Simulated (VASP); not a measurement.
Wanted: the native input for a VASP 6.6.1 run.

```yaml
Task: relaxation of cell and atoms
Functional: PBE
Potentials_or_basis: VASP PAW PBE potentials, release 64 (Ti_sv, Si)
Cutoff: 600 eV
k_mesh: 10 × 10 × 10
Occupations: gaussian, width 0.1 eV
Spin: no spin polarisation
Dipole_correction: no
Further_INCAR_settings: ALGO = Normal; EDIFF = 1e-06; IBRION = 2; EDIFFG = -0.01; NSW = 100; ISIF = 3
```

The structure of TiSi2 lies in POSCAR:

```
TiSi2
1.0
    1.7651050250     -6.7592815350      0.0000000000
    1.7651050250      6.7592815350      0.0000000000
    0.0000000000      0.0000000000      3.5651739700
Ti Si
2 4
Direct
    0.8968819200      0.1031180800      0.7500000000
    0.1031180800      0.8968819200      0.2500000000
    0.5582514500      0.4417485500      0.7500000000
    0.4417485500      0.5582514500      0.2500000000
    0.2496851800      0.7503148200      0.7500000000
    0.7503148200      0.2496851800      0.2500000000
```

These files were run (other wordings do the same):

INCAR

```
ALGO = Normal ; EDIFF = 1E-6
EDIFFG = -0.01 ; ENCUT = 600
GGA = PE ; IBRION = 2
ISIF = 3 ; ISMEAR = 0
LASPH = True ; LCHARG = False
LREAL = False ; LWAVE = False
NELM = 100 ; NSW = 100
PREC = Accurate ; SIGMA = 0.1
```

KPOINTS

```
k-points
0
Gamma
  10 10 10
```

Potentials or basis: VASP PAW PBE potentials, release 64 (Ti_sv, Si).

The run is started by

```console
$ cat potpaw_PBE.64/Ti_sv/POTCAR potpaw_PBE.64/Si/POTCAR > POTCAR
$ mpirun -np 1 vasp_std > vasp.out
```

It gave:

* Relaxed volume: 14.35 Å³/atom
* Relaxed cell: a = 7.013 Å, b = 7.013 Å, c = 3.579 Å, α = 90.00°, β = 90.00°, γ = 150.72°
* Space group after relaxing (to 0.1 Å): Cmcm (No. 63)
* Energy gained by relaxing: 1.2 meV/atom
* Ionic steps: 6
* Pressure after relaxing: 0.0 GPa
* Largest force after relaxing: 0.008 eV/Å
* Band gap on the k mesh: zero (bands 20 and 21 overlap by 0.99 eV)

Run time: 35 min on 1 thread of Intel(R) Xeon(R) Platinum 8124M CPU @ 3.00GHz (Skylake/Cascade Lake), on a shared host, peak memory 0.59 GiB.
